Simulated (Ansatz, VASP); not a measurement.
ZnS in VASP and in Ansatz

```
Zn S
1.0
     0.00000    2.72076    2.72076
     2.72076    0.00000    2.72076
     2.72076    2.72076    0.00000
Zn S
1 1
Direct
  0.00000 0.00000 0.00000
  0.25000 0.25000 0.25000
```

Alike in both runs: task single point; functional r2SCAN; k mesh 6 × 6 × 6; no spin polarisation.

|  | VASP | Ansatz |
| --- | --- | --- |
| version | VASP 6.6.1 | Ansatz 0.2.0 |
| potentials or method | VASP PAW PBE potentials, release 64 (Zn, S) | plane waves, PAW |
| plane-wave cutoff (eV) | 520 | 500 |
| occupations | gaussian, width 0.01 eV | fixed |
| valence electrons in the cell | 18 | 18 |

Ansatz gave:

| Item | Value |
| --- | --- |
| gap on the k mesh at the Fermi level (eV) | 2.57 |
| pressure (GPa) | -2.1 |

Q: What did VASP give for the same quantities?

A: gap on the k mesh at the Fermi level (eV): 2.58; pressure (GPa): -2.1.

VASP's potentials were made for PBE, not for r2SCAN.
